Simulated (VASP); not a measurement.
TiPd, 4 atoms in the cell. The structure is orthorhombic, space group Pmma (No. 51). The conventional cell has a = 4.482 Å, b = 2.713 Å, c = 4.772 Å, α = 90.00°, β = 90.00°, γ = 90.00°. Within 3.5 Å of Ti (site symmetry mm2) lie 8 Pd at 2.68 to 2.80 Å and 4 Ti at 2.71 to 2.94 Å. Within 3.5 Å of Pd (site symmetry mm2) lie 8 Ti at 2.68 to 2.80 Å and 4 Pd at 2.71 to 2.86 Å.  This cell differs from its parent crystal: volume scaled by 0.94, then relaxed in part.

- Program: VASP 6.6.1
- Task: single point
- Functional: r2SCAN
- Potentials or basis: VASP PAW PBE potentials, release 64 (Ti_sv, Pd)
- Cutoff: 520 eV
- k mesh: 10 × 16 × 10
- Occupations: gaussian, width 0.1 eV
- Spin: no spin polarisation
- Dipole correction: no
- Further INCAR settings: ALGO = Normal; EDIFF = 1e-07; NBANDS = 30

Potentials or basis: VASP PAW PBE potentials, release 64 (Ti_sv, Pd).

Launch:

```sh
$ cat potpaw_PBE.64/Ti_sv/POTCAR potpaw_PBE.64/Pd/POTCAR > POTCAR
$ cp INCAR.step1 INCAR
$ mpirun -np 1 vasp_std > vasp.out
$ cp INCAR.step2 INCAR
$ mpirun -np 1 vasp_std > vasp.out
```

Hardware: 1 thread of Intel(R) Xeon(R) 6975P-C (Granite Rapids), on a shared host.

Q: How long does it take, and how much memory?

A: It took 11 min on 1 thread of Intel(R) Xeon(R) 6975P-C (Granite Rapids), with other jobs on the host, peak memory 0.55 GiB. Counts: k points 324.
